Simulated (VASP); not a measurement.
# GeW (Fm-3m) in VASP: further runs, part 2 of 2

VASP 6.6.1. The steps go on from the part before.

## 3. Electric field gradients, PBE

Input file INCAR:

```
PREC     = Accurate       # precision mode
ENCUT    = 410            # plane-wave cutoff, eV
EDIFF    = 1E-8           # SCF threshold, eV
ISMEAR   = -1             # smearing method
SIGMA    = 0.05           # smearing width, eV
LREAL    = False          # projectors in reciprocal space
LASPH    = True           # aspherical terms in the spheres
NELM     = 120            # most SCF steps
ALGO     = Normal         # electronic algorithm
ISIF     = 2              # what is computed and relaxed
LWAVE    = False          # write WAVECAR
LCHARG   = False          # write CHGCAR
GGA      = PE             # functional
LEFG     = True         
NBANDS   = 21             # bands
GGA_COMPAT= False
```

Input file KPOINTS:

```
regular mesh
0
Gamma
  9 9 9
```

Input file POSCAR:

```
GeW
1.0
    0.0000000000      2.5776100000      2.5776100000
    2.5776100000      0.0000000000      2.5776100000
    2.5776100000      2.5776100000      0.0000000000
Ge W
1 1
Direct
    0.5000000000      0.5000000000      0.5000000000
    0.0000000000      0.0000000000      0.0000000000
```

Potentials or basis: VASP PAW PBE potentials, release 64 (Ge_d, W_sv).

Run with:

```
cat potpaw_PBE.64/Ge_d/POTCAR potpaw_PBE.64/W_sv/POTCAR > POTCAR
mpirun -np 1 vasp_std > vasp.out
```

OUTCAR:

```text
PREC = Accurate
   ENCUT = 410
   EDIFF = 1E-8
   ISMEAR = -1
   LREAL = False
   LASPH = True
   NELM = 120
   ISIF = 2
   GGA = PE

 ion  position               nearest neighbor table
   1  0.500  0.500  0.500-   2 2.58   2 2.58   2 2.58   2 2.58   2 2.58   2 2.58
   2  0.000  0.000  0.000-   1 2.58   1 2.58   1 2.58   1 2.58   1 2.58   1 2.58

  LATTYP: Found a face centered cubic cell.
 ALAT       =     5.1552200000

  Lattice vectors:

 A1 = (   0.0000000000,   2.5776100000,   2.5776100000)
 A2 = (   2.5776100000,   0.0000000000,   2.5776100000)
 A3 = (   2.5776100000,   2.5776100000,   0.0000000000)

Analysis of symmetry for initial positions (statically):
=====================================================================
 Subroutine PRICEL returns:
 Original cell was already a primitive cell.

 Routine SETGRP: Setting up the symmetry group for a
 face centered cubic supercell.

 Subroutine GETGRP returns: Found 48 space group operations
 (whereof 48 operations were pure point group operations)
 out of a pool of 48 trial point group operations.

The static configuration has the point symmetry O_h .

Analysis of symmetry for dynamics (positions and initial velocities):
=====================================================================
 Subroutine PRICEL returns:
 Original cell was already a primitive cell.

 Routine SETGRP: Setting up the symmetry group for a
 face centered cubic supercell.

 Subroutine GETGRP returns: Found 48 space group operations
 (whereof 48 operations were pure point group operations)
 out of a pool of 48 trial point group operations.

The dynamic configuration has the point symmetry O_h .

 Subroutine INISYM returns: Found 48 space group operations
 (whereof 48 operations are pure point group operations),
 and found     1 'primitive' translations

----------------------------------------------------------------------------------------

                                     Primitive cell

  volume of cell :      34.2517

  direct lattice vectors                    reciprocal lattice vectors
     0.000000000  2.577610000  2.577610000    -0.193978143  0.193978143  0.193978143
     2.577610000  0.000000000  2.577610000     0.193978143 -0.193978143  0.193978143
     2.577610000  2.577610000  0.000000000     0.193978143  0.193978143 -0.193978143

  length of vectors
     3.645291021  3.645291021  3.645291021     0.335979998  0.335979998  0.335979998

  position of ions in fractional coordinates (direct lattice)
     0.500000000  0.500000000  0.500000000
     0.000000000  0.000000000  0.000000000

  ion indices of the primitive-cell ions
   primitive index   ion index
                 1           1
                 2           2

----------------------------------------------------------------------------------------

 KPOINTS: regular mesh

Automatic generation of k-mesh.
[... 64 lines left out ...]
   ENCUT  =  410.0 eV  30.13 Ry    5.49 a.u.   6.02  6.02  6.02*2*pi/ulx,y,z
   NELM   =    120;   NELMIN=  2; NELMDL= -5     # of ELM steps
   EDIFF  = 0.1E-07   stopping-criterion for ELM
   LREAL  =      F    real-space projection
   EDIFFG = 0.1E-06   stopping-criterion for IOM
   NSW    =      0    number of steps for IOM
   IBRION =     -1    ionic relax: 0-MD 1-quasi-New 2-CG
   NFREE  =      0    steps in history (QN), initial steepest desc. (CG)
   ISIF   =      2    stress and relaxation
   ISYM   =      2    0-nonsym 1-usesym 2-fastsym
   POTIM  = 0.5000    time-step for ionic-motion
   TEBEG  =    0.0;   TEEND  =   0.0 temperature during run
   PSTRESS=    0.0 pullay stress
   NELECT =      28.0000    total number of electrons
   NUPDOWN=      -1.0000    fix difference up-down
   EMIN   =  10.00;   EMAX   =-10.00  energy-range for DOS
   EFERMI =   0.00;   METHOD = LEGACY
   ISMEAR =    -1;   SIGMA  =   0.05  broadening in eV -4-tet -1-fermi 0-gaus
   EFERMI_NEDOS =   21; number of points for ismear=-14 and -15
   IALGO  =     38    algorithm
   IMIX   =      4    mixing-type and parameters
     AMIX     =   0.40;   BMIX     =  1.00
     AMIX_MAG =   1.60;   BMIX_MAG =  1.00
  volume/ion in A,a.u.               =      17.13       115.57
  Fermi-wavevector in a.u.,A,eV,Ry     =   1.530736  2.892672 31.880529  2.343153
  Thomas-Fermi vector in A             =   2.638178
   LORBIT       =      0    0 simple, 1 ext, 2 COOP (PROOUT), +10 PAW based schemes
   GGA     = PE    functional components
   LHFCALC =     F    Hartree Fock is set to
   AEXX    =    0.0000 exact exchange contribution
   IVDW    =     0    specifies the selected vdW correction
   LEPSILON=     F    determine dielectric tensor
   LRPA    =     F    only Hartree local field effects (RPA)
 non-spin polarized calculation
  energy-cutoff  :      410.00
  volume of cell :       34.25
 maximum number of plane-waves:       656
   NGX = 13   NGY = 13   NGZ = 13

 number of electron      28.0000005 magnetization

 Free energy of the ion-electron system (eV)
  ---------------------------------------------------
  ext. energy  EPLUGINS =         0.00000000
  ---------------------------------------------------
  free energy    TOTEN  =       -15.71616102 eV

  energy without entropy =      -15.69225607  energy(sigma->0) =      -15.70420854

 E-fermi :   9.0577     XC(G=0): -12.4189

 val. band max:        9.0260335112   @ k =  -0.3333   0.3333   0.1111
 cond. band min:       9.0610959519   @ k =   0.3333   0.1111   0.0000
 fundamental gap:      0.0350624407
 Fermi energy:         9.0576796022

 k-point     1 :       0.0000    0.0000    0.0000
  band No.  band energies     occupation
      1     -65.4412      2.00000
      2     -29.6273      2.00000
      3     -29.6273      2.00000
      4     -29.6273      2.00000
      5     -15.3949      2.00000
      6     -15.3949      2.00000
[... 565 lines left out ...]
     20      20.8912      0.00000
     21      23.8863      0.00000

 [... further k-points ...]
[... 5 lines left out ...]
  --------------------------------------------------------------------------------------
  -------------------------------------------------------------------------------------
  Total        0.0417747      0.0417747      0.0417747      0.0000000      0.0000000      0.0000000
  in kB        1.9540781      1.9540781      1.9540781      0.0000000      0.0000000      0.0000000
  external PRESSURE =       1.9540781 kB  Pullay stress =       0.0000000 kB

 VOLUME and BASIS-vectors are now :
 -----------------------------------------------------------------------------
  energy-cutoff  :      410.00
  volume of cell :       34.25
      direct lattice vectors                 reciprocal lattice vectors
     0.000000000  2.577610000  2.577610000    -0.193978143  0.193978143  0.193978143
     2.577610000  0.000000000  2.577610000     0.193978143 -0.193978143  0.193978143
     2.577610000  2.577610000  0.000000000     0.193978143  0.193978143 -0.193978143

 POSITION                                       TOTAL-FORCE (eV/Angst)
 -----------------------------------------------------------------------------------
      2.57761      2.57761      2.57761         0.000000     -0.000000      0.000000
      0.00000      0.00000      0.00000        -0.000000      0.000000      0.000000
 -----------------------------------------------------------------------------------
    total drift:                                0.000000     -0.000000      0.000000

  FREE ENERGIE OF THE ION-ELECTRON SYSTEM (eV)
  ---------------------------------------------------
  free  energy   TOTEN  =       -15.7161610207 eV

  energy  without entropy=      -15.6922560685  energy(sigma->0) =      -15.70420854

 Electric field gradients (V/A^2)
---------------------------------------------------------------------
 ion       V_xx      V_yy      V_zz      V_xy      V_xz      V_yz
---------------------------------------------------------------------
   1      -0.000     0.000    -0.000     0.001     0.001     0.001
   2      -0.000    -0.000     0.000    -0.001    -0.001    -0.001
---------------------------------------------------------------------

 Electric field gradients after diagonalization (V/A^2)
 (convention: |V_zz| > |V_xx| > |V_yy|)
----------------------------------------------------------------------
 ion       V_xx      V_yy      V_zz     asymmetry (V_yy - V_xx)/ V_zz
----------------------------------------------------------------------
   1      -0.001    -0.001     0.002       0.000
   2       0.001     0.001    -0.002       0.000
----------------------------------------------------------------------

           NMR quadrupolar parameters

 Cq : quadrupolar parameter    Cq=e*Q*V_zz/h
 eta: asymmetry parameters     (V_yy - V_xx)/ V_zz
 Q  : nuclear electric quadrupole moment in mb (millibarn)
----------------------------------------------------------------------
 ion       Cq(MHz)       eta       Q (mb)
----------------------------------------------------------------------
   1       0.000       0.000       1.000
   2      -0.000       0.000       1.000
----------------------------------------------------------------------
```

Wall time 13 s (1 thread of Intel Xeon 6975P-C, shared host); peak memory 0.15 GiB.

Results:

* Free energy: -15.7162 eV
* Pressure: 0.2 GPa
* Band gap on the k mesh: zero (band 14 reaches 9.60 eV, above the bottom of band 15 at 7.89 eV)

Caveat: without QUAD_EFG the Cq values of the log hold for a quadrupole moment of 1 mb, not for the nuclei; spin-orbit coupling is left out, which moves the levels of the heavy elements.
